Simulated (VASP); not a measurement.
Wanted: the native input for a VASP 6.6.1 run.

```
Task                   : single point
Functional             : PBE
Potentials or basis    : VASP PAW PBE potentials, release 64 (Pb_d)
Cutoff                 : 520 eV
k mesh                 : 9 × 9 × 9
Occupations            : gaussian, width 0.011 eV
Spin                   : no spin polarisation
Dipole correction      : no
Further INCAR settings : ALGO = Fast; EDIFF = 1e-06; NBANDS = 13
```

The structure of Pb lies in POSCAR:

```
Pb
1.0
   -1.9796595667      1.9796595667      1.9796595667
    1.9796595667     -1.9796595667      1.9796595667
    1.9796595667      1.9796595667     -1.9796595667
Pb
1
Direct
    0.0000000000      0.0000000000      0.0000000000
```

This isn't the form of Pb at room conditions, which is fcc.

The input as run:

INCAR

```
ALGO = Fast
EDIFF = 1E-6
ENCUT = 520
GGA = PE
ISIF = 2
ISMEAR = 0
LASPH = T
LCHARG = T
LELF = T
LREAL = F
LVHAR = T
LWAVE = F
NBANDS = 13
NELM = 80
PREC = Accurate
SIGMA = 0.011
```

KPOINTS

```
k-points
0
Gamma
  9 9 9
```

Potentials or basis: VASP PAW PBE potentials, release 64 (Pb_d).

Run with:

```bash
$ cat potpaw_PBE.64/Pb_d/POTCAR > POTCAR
$ mpirun -np 1 vasp_std > vasp.out
```

It gave:

| Item | Value |
| --- | --- |
| Pressure | 0.7 GPa |
| Band gap on the k mesh | zero (bands 7 and 8 overlap by 9.44 eV) |

Caveat: spin-orbit coupling is left out, which moves the levels of the heavy elements.

It took 31 s on 1 thread of Intel Xeon 8259CL (shared host), peak memory 0.16 GiB.
